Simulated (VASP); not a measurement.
Nd: single point with LDA

The system is Nd.

```xyz
1
Lattice="-1.6549 1.6549 1.6549 1.6549 -1.6549 1.6549 1.6549 1.6549 -1.6549" Properties=species:S:1:pos:R:3 pbc="T T T"
Nd    0.0000    0.0000    0.0000
```

* Program: VASP 6.6.1
* Task: single point
* Functional: LDA
* Potentials or basis: VASP PAW PBE potentials, release 64 (Nd)
* Cutoff: 520 eV
* k mesh: 14 × 14 × 14
* Occupations: fermi-dirac, width 0.136057 eV
* Spin: no spin polarisation
* Dipole correction: no
* Further INCAR settings: ALGO = Normal; EDIFF = 1e-06; NBANDS = 13

```
Pressure               : 0.1 GPa
Band gap on the k mesh : zero (band 7 reaches 9.77 eV, above the bottom of band 8 at 8.98 eV)
```

Levels at points of the mesh, in eV from the Fermi level:
```tsv
k point	band 4	band 5	band 6	band 7	band 8	band 9	band 10	band 11
(0.00, 0.00, 0.00)	-15.28	-1.52	-0.43	-0.43	-0.43	0.90	0.90	0.90
(0.50, 0.00, 0.00)	-15.50	-2.75	-0.82	-0.28	0.01	0.32	0.69	0.84
(0.50, 0.50, 0.50)	-19.00	-4.18	-4.18	-0.17	0.38	0.38	0.38	1.04
```

Run time: 23 s on 1 thread of Intel(R) Xeon(R) Platinum 8259CL CPU @ 2.50GHz (Skylake/Cascade Lake) (shared host), peak memory 0.15 GiB.

Caveat: the PAW data sets were made with another functional, which shifts forces and pressure a little; spin-orbit coupling is left out, which moves the levels of the heavy elements. Spin polarisation is off, so any magnetic state and its effect on volume and gap are missing.
